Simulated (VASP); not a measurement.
Input of a VASP 6.6.1 run:

File INCAR:

```
PREC     = Accurate       # precision mode
ENCUT    = 520            # plane-wave cutoff, eV
EDIFF    = 1E-7           # SCF threshold, eV
ISMEAR   = 0              # smearing method
SIGMA    = 0.05           # smearing width, eV
LREAL    = False          # projectors in reciprocal space
LASPH    = True           # aspherical terms in the spheres
NELM     = 60             # most SCF steps
ALGO     = Normal         # electronic algorithm
ISIF     = 2              # what is computed and relaxed
LWAVE    = False          # write WAVECAR
LCHARG   = False          # write CHGCAR
GGA      = PE             # functional
NBANDS   = 28             # bands
```

Contents of KPOINTS:

```
Automatic mesh
0
Gamma
  8 8 6
```

The input POSCAR:

```
PbSe
1.0
    5.3494553078      0.0000000000      0.0000000000
    0.0000000000      5.3494553078      0.0000000000
    0.0000000000      0.0000000000      4.2212686564
Pb Se
2 2
Direct
    0.5000000000      0.0000000000      0.3182456201
    0.0000000000      0.5000000000      0.6817543799
    0.0000000000      0.0000000000      0.0000000000
    0.5000000000      0.5000000000      0.0000000000
```

Potentials or basis: VASP PAW PBE potentials, release 64 (Pb_d, Se).

The run is started by

```console
$ cat potpaw_PBE.64/Pb_d/POTCAR potpaw_PBE.64/Se/POTCAR > POTCAR
$ mpirun -np 1 vasp_std > vasp.out
```

Q: Estimate the largest force.

A: 0.010 eV/Å.

Q: Estimate the band gap on the k mesh.

A: 0.47 eV (least direct gap 0.92 eV).

Q: Predict the pressure.

A: 0.0 GPa.

Forces in eV/Å, atoms in the order of the input:
```
Pb   0.000  0.000  0.010
Pb   0.000  0.000 -0.010
Se   0.000  0.000  0.000
Se   0.000  0.000  0.000
```

Caveat: spin-orbit coupling is left out, which moves the levels of the heavy elements. A k mesh can miss the band edges.
